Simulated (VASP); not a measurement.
Runs of VASP 6.6.1 on Cr. The structure is that of space group P6/mmm (No. 191), or close to it. The cells are those of the table. This isn't the form of Cr at room conditions, which is bcc.

| spin | cell | k mesh | smearing | gap on the mesh (eV) | pressure (GPa) |
| --- | --- | --- | --- | --- | --- |
| off | a = 4.397, b = 4.397, c = 2.379 Å, angles 90.0, 90.0, 120.0°, 3 atoms | 10 × 10 × 15 | fermi-dirac 0.1 eV | none | -21.2 |
| off | a = 4.289, b = 4.289, c = 2.321 Å, angles 90.0, 90.0, 120.0°, 3 atoms | 10 × 10 × 15 | fermi-dirac 0.1 eV | none | (a) |
| off | a = 4.118, b = 4.118, c = 2.228 Å, angles 90.0, 90.0, 120.0°, 3 atoms | 10 × 10 × 15 | fermi-dirac 0.1 eV | none | 23.2 |
| off | a = 4.234, b = 4.234, c = 2.290 Å, angles 90.0, 90.0, 120.0°, 3 atoms | 11 × 11 × 18 | fermi-dirac 0.1 eV | none | -0.3 |
| off | a = 4.176, b = 4.176, c = 2.259 Å, angles 90.0, 90.0, 120.0°, 3 atoms | 10 × 10 × 15 | fermi-dirac 0.1 eV | none | 10.2 |
| off | a = 4.344, b = 4.344, c = 2.350 Å, angles 90.0, 90.0, 120.0°, 3 atoms | 10 × 10 × 15 | fermi-dirac 0.1 eV | none | -15.7 |
| collinear, ferromagnetic start | a = 4.398, b = 4.398, c = 2.374 Å, angles 90.0, 90.0, 120.0°, 3 atoms | 10 × 10 × 15 | fermi-dirac 0.05 eV | none | -21.0 |
| off | a = 4.057, b = 4.057, c = 2.195 Å, angles 90.0, 90.0, 120.0°, 3 atoms | 10 × 10 × 15 | fermi-dirac 0.1 eV | none | (b) |

Alike in all rows: task single point; level PBE; potentials or basis VASP PAW PBE potentials, release 64 (Cr_pv); cutoff (eV) 520.

Question: Fill in the values left out.

Answer: (a) -8.8; (b) 39.2.

Caveats: the cell stands under tension (at least some runs); the cell stands under pressure (at least some runs).

A gap of «none» marks levels without a gap at the run's occupations.
